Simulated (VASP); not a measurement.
# MgSe (Fm-3m) in VASP: single point with PBE

Aim: the single point of MgSe with PBE.

Program: VASP 6.6.1. These are calculated values, not measurements. Logs are shortened: lines on timing, memory, paths and dates and some standing lists are left out, and cuts for length are marked.

## Step 1: The cell of the first run

Symmetry: Fm-3m, No. 225, cubic system. The conventional cell has a = 5.508 Å, b = 5.508 Å, c = 5.508 Å, α = 90.00°, β = 90.00°, γ = 90.00°. Mg (site symmetry m-3m) has 6 Se at 2.75 Å within 3.6 Å. Se (site symmetry m-3m) has 6 Mg at 2.75 Å within 3.6 Å.

## Step 2: Single point, PBE

File INCAR:

```
ALGO = Normal
EDIFF = 1E-6
ENCUT = 600
GGA = PE
GGA_COMPAT = False
ISIF = 2
ISMEAR = 0
LASPH = True
LCHARG = False
LREAL = False
LWAVE = False
NBANDS = 11
NELM = 120
PREC = Accurate
SIGMA = 0.02
```

File KPOINTS:

```
k-points
0
Gamma
  8 8 8
```

File POSCAR:

```
MgSe
1.0
    0.0000000000      2.7541699944      2.7541699944
    2.7541699944      0.0000000000      2.7541699944
    2.7541699944      2.7541699944      0.0000000000
Mg Se
1 1
Direct
    0.0000000000      0.0000000000      0.0000000000
    0.5000000000      0.5000000000      0.5000000000
```

Potentials or basis: VASP PAW PBE potentials, release 64 (Mg, Se).

Run with:

```
> cat potpaw_PBE.64/Mg/POTCAR potpaw_PBE.64/Se/POTCAR > POTCAR
> mpirun -np 1 vasp_std > vasp.out
```

OUTCAR:

```text
EDIFF = 1E-6
   ENCUT = 600
   GGA = PE
   ISIF = 2
   ISMEAR = 0
   LASPH = True
   LREAL = False
   NELM = 120
   PREC = Accurate

 ion  position               nearest neighbor table
   1  0.000  0.000  0.000-   2 2.75   2 2.75   2 2.75   2 2.75   2 2.75   2 2.75
   2  0.500  0.500  0.500-   1 2.75   1 2.75   1 2.75   1 2.75   1 2.75   1 2.75

  LATTYP: Found a face centered cubic cell.
 ALAT       =     5.5083399888

  Lattice vectors:

 A1 = (   0.0000000000,   2.7541699944,   2.7541699944)
 A2 = (   2.7541699944,   0.0000000000,   2.7541699944)
 A3 = (   2.7541699944,   2.7541699944,   0.0000000000)

Analysis of symmetry for initial positions (statically):
=====================================================================
 Subroutine PRICEL returns:
 Original cell was already a primitive cell.

 Routine SETGRP: Setting up the symmetry group for a
 face centered cubic supercell.

 Subroutine GETGRP returns: Found 48 space group operations
 (whereof 48 operations were pure point group operations)
 out of a pool of 48 trial point group operations.

The static configuration has the point symmetry O_h .

Analysis of symmetry for dynamics (positions and initial velocities):
=====================================================================
 Subroutine PRICEL returns:
 Original cell was already a primitive cell.

 Routine SETGRP: Setting up the symmetry group for a
 face centered cubic supercell.

 Subroutine GETGRP returns: Found 48 space group operations
 (whereof 48 operations were pure point group operations)
 out of a pool of 48 trial point group operations.

The dynamic configuration has the point symmetry O_h .

 Subroutine INISYM returns: Found 48 space group operations
 (whereof 48 operations are pure point group operations),
 and found     1 'primitive' translations

----------------------------------------------------------------------------------------

                                     Primitive cell

  volume of cell :      41.7833

  direct lattice vectors                    reciprocal lattice vectors
     0.000000000  2.754169994  2.754169994    -0.181542897  0.181542897  0.181542897
     2.754169994  0.000000000  2.754169994     0.181542897 -0.181542897  0.181542897
     2.754169994  2.754169994  0.000000000     0.181542897  0.181542897 -0.181542897

  length of vectors
     3.894984559  3.894984559  3.894984559     0.314441522  0.314441522  0.314441522

  position of ions in fractional coordinates (direct lattice)
     0.000000000  0.000000000  0.000000000
     0.500000000  0.500000000  0.500000000

  ion indices of the primitive-cell ions
   primitive index   ion index
                 1           1
                 2           2

----------------------------------------------------------------------------------------

 KPOINTS: k-points

Automatic generation of k-mesh.
 Grid dimensions read from file:
 generate k-points for:    8    8    8

 Generating k-lattice:

  Cartesian coordinates                     Fractional coordinates (reciprocal lattice)
    -0.022692862  0.022692862  0.022692862     0.125000000  0.000000000  0.000000000
     0.022692862 -0.022692862  0.022692862     0.000000000  0.125000000  0.000000000
     0.022692862  0.022692862 -0.022692862     0.000000000  0.000000000  0.125000000

  Length of vectors
     0.039305190  0.039305190  0.039305190

  Shift w.r.t. Gamma in fractional coordinates (k-lattice)
     0.000000000  0.000000000  0.000000000

 Subroutine IBZKPT returns following result:
 ===========================================

 Found     29 irreducible k-points:

 Following reciprocal coordinates:
            Coordinates               Weight
  0.000000  0.000000  0.000000      1.000000
  0.125000  0.000000  0.000000      8.000000
  0.250000  0.000000  0.000000      8.000000
  0.375000  0.000000  0.000000      8.000000
  0.500000  0.000000  0.000000      4.000000
  0.125000  0.125000  0.000000      6.000000
[... 16 lines left out ...]
  0.500000  0.250000  0.125000     48.000000
 -0.375000  0.250000  0.125000     24.000000
 [... further k-points ...]
   k-points           NKPTS =     29   k-points in BZ     NKDIM =     29   number of bands    NBANDS=     11
   number of dos      NEDOS =    301   number of ions     NIONS =      2
   total plane-waves  NPLWV =  32768
   dimension x,y,z NGX =    32 NGY =   32 NGZ =   32
   dimension x,y,z NGXF=    64 NGYF=   64 NGZF=   64
   ions per type =               1   1
   NGX,Y,Z   is equivalent  to a cutoff of  13.66, 13.66, 13.66 a.u.
   NGXF,Y,Z  is equivalent  to a cutoff of  27.32, 27.32, 27.32 a.u.
 SYSTEM =  unknown system
   PREC   = accura    normal or accurate (medium, high low for compatibility)
   ISTART =      0    job   : 0-new  1-cont  2-samecut
   ICHARG =      2    charge: 1-file 2-atom 10-const
   ISPIN  =      1    spin polarized calculation?
   LNONCOLLINEAR =      F non collinear calculations
   LSORBIT =      F    spin-orbit coupling
   LASPH  =      T    aspherical Exc in radial PAW
   ENCUT  =  600.0 eV  44.10 Ry    6.64 a.u.   7.78  7.78  7.78*2*pi/ulx,y,z
   NELM   =    120;   NELMIN=  2; NELMDL= -5     # of ELM steps
   EDIFF  = 0.1E-05   stopping-criterion for ELM
   LREAL  =      F    real-space projection
   EDIFFG = 0.1E-04   stopping-criterion for IOM
   NSW    =      0    number of steps for IOM
   IBRION =     -1    ionic relax: 0-MD 1-quasi-New 2-CG
   NFREE  =      0    steps in history (QN), initial steepest desc. (CG)
   ISIF   =      2    stress and relaxation
   ISYM   =      2    0-nonsym 1-usesym 2-fastsym
   POTIM  = 0.5000    time-step for ionic-motion
   TEBEG  =    0.0;   TEEND  =   0.0 temperature during run
   PSTRESS=    0.0 pullay stress
   NELECT =       8.0000    total number of electrons
   NUPDOWN=      -1.0000    fix difference up-down
   EMIN   =  10.00;   EMAX   =-10.00  energy-range for DOS
   EFERMI =   0.00;   METHOD = LEGACY
   ISMEAR =     0;   SIGMA  =   0.02  broadening in eV -4-tet -1-fermi 0-gaus
   EFERMI_NEDOS =   21; number of points for ismear=-14 and -15
   IALGO  =     38    algorithm
   IMIX   =      4    mixing-type and parameters
     AMIX     =   0.40;   BMIX     =  1.00
     AMIX_MAG =   1.60;   BMIX_MAG =  1.00
  volume/ion in A,a.u.               =      20.89       140.98
  Fermi-wavevector in a.u.,A,eV,Ry     =   0.943563  1.783075 12.113410  0.890311
  Thomas-Fermi vector in A             =   2.071282
   LORBIT       =      0    0 simple, 1 ext, 2 COOP (PROOUT), +10 PAW based schemes
   GGA     = PE    functional components
   LHFCALC =     F    Hartree Fock is set to
   AEXX    =    0.0000 exact exchange contribution
   IVDW    =     0    specifies the selected vdW correction
   LEPSILON=     F    determine dielectric tensor
   LRPA    =     F    only Hartree local field effects (RPA)
 non-spin polarized calculation
 Gauss-broadening in eV      SIGMA  =   0.02
  energy-cutoff  :      600.00
  volume of cell :       41.78
 maximum number of plane-waves:      1411
   NGX = 15   NGY = 15   NGZ = 15

 number of electron       8.0000001 magnetization

 Free energy of the ion-electron system (eV)
  ---------------------------------------------------
  ext. energy  EPLUGINS =         0.00000000
  ---------------------------------------------------
  free energy    TOTEN  =        -7.49047179 eV

  energy without entropy =       -7.49047179  energy(sigma->0) =       -7.49047179

 E-fermi :   3.0496     XC(G=0):  -9.3633

 val. band max:        2.9670325162   @ k =   0.0000   0.0000   0.0000
 cond. band min:       4.7157587407   @ k =   0.5000   0.5000   0.0000
 fundamental gap:      1.7487262244
 Fermi energy:         3.0496404137

 k-point     1 :       0.0000    0.0000    0.0000
  band No.  band energies     occupation
      1      -9.8066      2.00000
      2       2.9670      2.00000
      3       2.9670      2.00000
      4       2.9670      2.00000
      5       5.3571      0.00000
      6      10.3886      0.00000
      7      10.3886      0.00000
      8      10.3886      0.00000
      9      12.8795      0.00000
     10      12.8795      0.00000
     11      13.9068      0.00000

 k-point     2 :       0.1250    0.0000    0.0000
  band No.  band energies     occupation
      1      -9.6811      2.00000
      2       1.7685      2.00000
      3       2.8727      2.00000
      4       2.8727      2.00000
      5       6.3343      0.00000
      6      10.0535      0.00000
      7      10.5949      0.00000
      8      10.5949      0.00000
      9      11.8571      0.00000
     10      11.8571      0.00000
     11      13.5560      0.00000

 k-point     3 :       0.2500    0.0000    0.0000
  band No.  band energies     occupation
      1      -9.3460      2.00000
      2       0.0338      2.00000
      3       2.6677      2.00000
      4       2.6677      2.00000
      5       6.9817      0.00000
      6       9.9916      0.00000
      7       9.9916      0.00000
      8      10.5708      0.00000
      9      12.4874      0.00000
     10      12.4874      0.00000
     11      12.8226      0.00000

 k-point     4 :       0.3750    0.0000    0.0000
  band No.  band energies     occupation
      1      -8.9490      2.00000
      2      -1.3003      2.00000
      3       2.4881      2.00000
      4       2.4881      2.00000
      5       6.8552      0.00000
      6       9.2782      0.00000
      7       9.2782      0.00000
      8      11.3935      0.00000
      9      13.1488      0.00000
     10      14.3762      0.00000
     11      14.3762      0.00000

 k-point     5 :       0.5000    0.0000    0.0000
  band No.  band energies     occupation
      1      -8.7584      2.00000
      2      -1.8152      2.00000
      3       2.4197      2.00000
      4       2.4197      2.00000
      5       6.7552      0.00000
      6       9.0256      0.00000
      7       9.0256      0.00000
      8      11.3478      0.00000
      9      14.2010      0.00000
     10      16.6980      0.00000
     11      16.6981      0.00000
[... 211 lines left out ...]
 k-point    21 :       0.5000    0.5000    0.0000
  band No.  band energies     occupation
      1      -8.4586      2.00000
      2      -1.1315      2.00000
      3       1.2555      2.00000
      4       1.2555      2.00000
      5       4.7158      0.00000
      6       7.0157      0.00000
      7      14.4118      0.00000
      8      14.8608      0.00000
      9      14.8608      0.00000
     10      15.4704      0.00000
     11      18.6915      0.00000

 k-point    22 :       0.3750    0.2500    0.1250
  band No.  band energies     occupation
      1      -9.0864      2.00000
      2      -0.2114      2.00000
      3       1.4997      2.00000
      4       2.3025      2.00000
      5       7.7083      0.00000
      6       9.0169      0.00000
      7       9.1547      0.00000
      8      11.2458      0.00000
      9      12.4104      0.00000
     10      15.2801      0.00000
     11      15.6959      0.00000

 k-point    23 :       0.5000    0.2500    0.1250
  band No.  band energies     occupation
      1      -8.7547      2.00000
      2      -0.9676      2.00000
      3       0.9747      2.00000
      4       1.9803      2.00000
      5       7.6444      0.00000
      6       8.6087      0.00000
      7      10.1423      0.00000
      8      11.1356      0.00000
      9      13.6821      0.00000
     10      15.5079      0.00000
     11      16.2363      0.00000

 k-point    24 :      -0.3750    0.2500    0.1250
  band No.  band energies     occupation
      1      -8.6006      2.00000
      2      -1.3085      2.00000
      3       0.8364      2.00000
      4       1.8103      2.00000
      5       7.6311      0.00000
      6       8.3250      0.00000
      7      10.6178      0.00000
      8      11.8881      0.00000
      9      13.9136      0.00000
     10      14.4960      0.00000
     11      16.9133      0.00000

 [... further k-points ...]
[... 5 lines left out ...]
  --------------------------------------------------------------------------------------
  -------------------------------------------------------------------------------------
  Total       -0.0328337     -0.0328337     -0.0328337     -0.0000000      0.0000000      0.0000000
  in kB       -1.2590060     -1.2590060     -1.2590060     -0.0000000      0.0000000      0.0000000
  external PRESSURE =      -1.2590060 kB  Pullay stress =       0.0000000 kB

 VOLUME and BASIS-vectors are now :
 -----------------------------------------------------------------------------
  energy-cutoff  :      600.00
  volume of cell :       41.78
      direct lattice vectors                 reciprocal lattice vectors
     0.000000000  2.754169994  2.754169994    -0.181542897  0.181542897  0.181542897
     2.754169994  0.000000000  2.754169994     0.181542897 -0.181542897  0.181542897
     2.754169994  2.754169994  0.000000000     0.181542897  0.181542897 -0.181542897

 POSITION                                       TOTAL-FORCE (eV/Angst)
 -----------------------------------------------------------------------------------
      0.00000      0.00000      0.00000        -0.000000      0.000000      0.000000
      2.75417      2.75417      2.75417         0.000000     -0.000000     -0.000000
 -----------------------------------------------------------------------------------
    total drift:                               -0.000000     -0.000000      0.000000

  FREE ENERGIE OF THE ION-ELECTRON SYSTEM (eV)
  ---------------------------------------------------
  free  energy   TOTEN  =        -7.4904717945 eV

  energy  without entropy=       -7.4904717945  energy(sigma->0) =       -7.49047179
```

Wall time 8.7 s (1 thread of AMD EPYC 9R45 (Zen 5), shared host); peak memory 0.15 GiB.

What came out:

```
Free energy            : -7.4905 eV
Pressure               : -0.1 GPa
Band gap on the k mesh : 1.75 eV (least direct gap 2.39 eV)
```

A k mesh can miss the band edges.
